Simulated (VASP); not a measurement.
Set up this calculation in VASP 6.6.1, as the native input.

| Quantity | Value |
| --- | --- |
| Task | single point |
| Functional | PBE |
| Potentials or basis | VASP PAW PBE potentials, release 64 (Ga_d, N) |
| Cutoff | 520 eV |
| k mesh | 10 × 10 × 10 |
| Occupations | gaussian, width 0.029 eV |
| Spin | no spin polarisation |
| Dipole correction | no |
| Further INCAR settings | ALGO = Normal; EDIFF = 1e-07; NBANDS = 16 |

The structure of GaN lies in POSCAR:

```
GaN
1.0
    0.0000000000      2.2535006075      2.2535006075
    2.2535006075      0.0000000000      2.2535006075
    2.2535006075      2.2535006075      0.0000000000
Ga N
1 1
Direct
    0.0000000000      0.0000000000      0.0000000000
    0.2500000000      0.2500000000      0.2500000000
```

The input as run:

INCAR

```
  ALGO = Normal
  EDIFF = 1E-7
  ENCUT = 520
  GGA = PE
  ISIF = 2
  ISMEAR = 0
  LASPH = True
  LCHARG = False
  LREAL = False
  LWAVE = False
  NBANDS = 16
  NELM = 100
  PREC = Accurate
  SIGMA = 0.028999999999999998
```

KPOINTS

```
k-points
0
Gamma
  10 10 10
```

Potentials or basis: VASP PAW PBE potentials, release 64 (Ga_d, N).

The run is started by

```console
$ cat potpaw_PBE.64/Ga_d/POTCAR potpaw_PBE.64/N/POTCAR > POTCAR
$ mpirun -np 1 vasp_std > vasp.out
```

It gave:

```json
{
  "Pressure": "5.1 GPa",
  "Band gap on the k mesh": "1.72 eV, direct"
}
```

It took 38 s on 1 thread of AMD EPYC 7R13 (shared host), peak memory 0.12 GiB.
